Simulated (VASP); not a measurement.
## La: single point with PBEsol

La:

```xyz
2
Lattice="3.6373 0.0000 0.0000 -1.8187 3.1500 0.0000 0.0000 0.0000 6.0158" Properties=species:S:1:pos:R:3 pbc="T T T"
La    0.0000    2.1000    1.5040
La    1.8187    1.0500    4.5119
```

```json
{
 "Program": "VASP 6.6.1",
 "Task": "single point",
 "Functional": "PBEsol",
 "Potentials or basis": "VASP PAW PBE potentials, release 64 (La)",
 "Cutoff": "520 eV",
 "k mesh": "14 × 14 × 8",
 "Occupations": "fermi-dirac, width 0.05 eV",
 "Spin": "no spin polarisation"
}
```

```json
{
 "Pressure": "0.1 GPa",
 "Band gap on the k mesh": "zero (bands 11 and 12 overlap by 1.59 eV)"
}
```

Levels at points of the mesh, in eV from the Fermi level:
```tsv
k point	band 9	band 10	band 11	band 12	band 13	band 14
(0.00, 0.00, 0.00)	-3.16	-1.82	1.07	1.44	1.44	1.68
(0.50, 0.00, 0.00)	-1.76	-1.29	-1.20	1.37	1.41	1.44
(0.00, 0.00, 0.50)	-1.82	-1.82	0.66	0.66	1.51	1.51
(0.50, 0.00, 0.50)	-1.79	-1.79	-0.52	-0.52	1.73	1.73
```

Run time: 4.4 min on 1 thread of Oxide Virtual Turin-like Processor, on a shared host, peak memory 0.26 GiB.

Caveat: the PAW data sets were made with another functional, which shifts forces and pressure a little; spin-orbit coupling is left out, which moves the levels of the heavy elements.
